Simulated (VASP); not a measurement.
A run of VASP 6.6.1 is set up as follows.

The input INCAR:

```
SYSTEM = TiTeAs
PREC = Accurate
ENCUT = 520
EDIFF = 1E-6
ISMEAR = 0
SIGMA = 0.05
LREAL = .FALSE.
LASPH = .TRUE.
NELM = 100
ALGO = Normal
ISIF = 2
LWAVE = .FALSE.
LCHARG = .FALSE.
GGA = CA
NBANDS = 32
```

File KPOINTS:

```
Automatic mesh
0
G
  8 8 8
  0 0 0
```

Contents of POSCAR:

```
TiTeAs
1.0
    3.5730000000      0.0000000000      0.0000000000
    0.0000000000     -5.2491000000      0.0000000000
   -1.7865000000      2.6245500000     -6.3970000000
Ti Te As
2 2 2
Direct
    0.3815300000      0.8815300000      0.7630600000
    0.6184700000      0.1184700000      0.2369400000
    0.7092700000      0.7092700000      0.4185400000
    0.2907300000      0.2907300000      0.5814600000
    0.0000000000      0.7432800000      0.0000000000
    0.0000000000      0.2567200000      0.0000000000
```

Potentials or basis: VASP PAW LDA potentials, release 64 (Ti_sv, Te, As).

The run is started by

```sh
$ cat potpaw_LDA.64/Ti_sv/POTCAR potpaw_LDA.64/Te/POTCAR potpaw_LDA.64/As/POTCAR > POTCAR
$ mpirun -np 1 vasp_std > vasp.out
```

Problem. Estimate the pressure.

Solution. -4.6 GPa.

Problem. What does it give for the band gap on the k mesh?

Solution. Zero (bands 23 and 24 overlap by 0.21 eV).

Stress tensor (GPa, compression positive):
```
-4.64  0.00  0.00
 0.00 -4.51  0.00
 0.00  0.00 -4.73
```

Caveat: the cell stands under tension; spin-orbit coupling is left out, which moves the levels of the heavy elements.
